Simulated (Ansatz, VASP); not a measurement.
**One calculation of LiY3, two programs**

```xyz
4
Lattice="4.9197 0.0000 0.0000 0.0000 4.9197 0.0000 0.0000 0.0000 4.9197" Properties=species:S:1:pos:R:3 pbc="T T T"
Li    0.2171    4.8254    4.9172
Y     2.3816    2.5769    4.7359
Y     2.3121    4.9034    2.4770
Y     4.8634    2.6647    2.4247
```

Alike in both runs: task single point; functional PBE; k mesh 3 × 3 × 3; occupations fermi-dirac, width 0.05 eV; no spin polarisation.

|  | VASP | Ansatz |
| --- | --- | --- |
| version | VASP 6.6.1 | Ansatz 0.2.0 |
| potentials or method | VASP PAW PBE potentials, release 64 (Li_sv, Y_sv), cutoff 520 eV | plane waves, PAW |
| valence electrons in the cell | 36 | 36 |

VASP gave:

```
rms of the force components (eV/Å) : 0.501
```

Task: Which values does Ansatz return?

Result: rms of the force components (eV/Å): 0.504.

Atom by atom the forces differ by 0.003 eV/Å (rms over components). Ansatz's warnings: stress scf threshold loose.

The k mesh is coarse, so the values compare programs but aren't converged. Noted on VASP's run: the cutoff is under 1.25 times that of the potentials, so the pressure is a little rough.
